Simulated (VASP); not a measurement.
Set up this calculation in VASP 6.6.1, as the native input.

```
Task                   : relaxation of cell and atoms
Functional             : PBE
Potentials or basis    : VASP PAW PBE potentials, release 64 (Mg, Nb_sv, O)
Cutoff                 : 600 eV
k mesh                 : 6 × 6 × 6
Occupations            : gaussian, width 0.1 eV
Spin                   : no spin polarisation
Dipole correction      : no
Further INCAR settings : ALGO = Normal; EDIFF = 1e-07; IBRION = 2; EDIFFG = -0.01; NSW = 100; ISIF = 3
```

The structure of MgNb2O4 lies in POSCAR:

```
MgNb2O4
1.0
    0.0000000000      4.3554323064      4.3554323064
    4.3554323064      0.0000000000      4.3554323064
    4.3554323064      4.3554323064      0.0000000000
Mg Nb O
2 4 8
Direct
    0.5000000000      0.5000000000      0.5000000000
    0.7500000000      0.7500000000      0.7500000000
    0.1250000000      0.1250000000      0.6250000000
    0.1250000000      0.1250000000      0.1250000000
    0.6250000000      0.1250000000      0.1250000000
    0.1250000000      0.6250000000      0.1250000000
    0.3731894365      0.8804316906      0.3731894365
    0.8804316906      0.3731894365      0.3731894365
    0.3731894365      0.3731894365      0.8804316906
    0.3731894365      0.3731894365      0.3731894365
    0.8768105635      0.8768105635      0.3695683094
    0.8768105635      0.3695683094      0.8768105635
    0.3695683094      0.8768105635      0.8768105635
    0.8768105635      0.8768105635      0.8768105635
```

These files were run (other wordings do the same):

INCAR

```
SYSTEM = MgNb2O4
PREC     = Accurate       ! precision mode
ENCUT    = 600            ! plane-wave cutoff, eV
EDIFF    = 1E-7           ! SCF threshold, eV
ISMEAR   = 0              ! smearing method
SIGMA    = 0.1            ! smearing width, eV
LREAL    = .False.        ! projectors in reciprocal space
LASPH    = .True.         ! aspherical terms in the spheres
NELM     = 60             ! most SCF steps
ALGO     = Normal         ! electronic algorithm
ISIF     = 3              ! what is computed and relaxed
LWAVE    = .False.        ! write WAVECAR
LCHARG   = .False.        ! write CHGCAR
GGA      = PE             ! functional
IBRION   = 2              ! ionic algorithm
NSW      = 100            ! ionic steps
EDIFFG   = -0.01          ! ionic threshold
```

KPOINTS

```
Automatic mesh
0
Gamma
  6 6 6
  0 0 0
```

Potentials or basis: VASP PAW PBE potentials, release 64 (Mg, Nb_sv, O).

The run is started by

```console
$ cat potpaw_PBE.64/Mg/POTCAR potpaw_PBE.64/Nb_sv/POTCAR potpaw_PBE.64/O/POTCAR > POTCAR
$ mpirun -np 1 vasp_std > vasp.out
```

Results of the run:

- Relaxed volume: 11.77 Å³/atom
- Relaxed cell: a = 6.154 Å, b = 6.154 Å, c = 6.154 Å, α = 60.00°, β = 60.00°, γ = 60.00°
- Space group after relaxing (to 0.05 Å): Fd-3m (No. 227)
- Energy gained by relaxing: 0.0 meV/atom
- Ionic steps: 4
- Pressure after relaxing: 0.0 GPa
- Largest force after relaxing: 0.008 eV/Å
- Band gap on the k mesh: zero (band 52 reaches 8.70 eV, above the bottom of band 53 at 8.49 eV)

Run time: 30 min on 1 thread of Oxide Virtual Turin-like Processor, with other jobs on the host, peak memory 0.43 GiB.
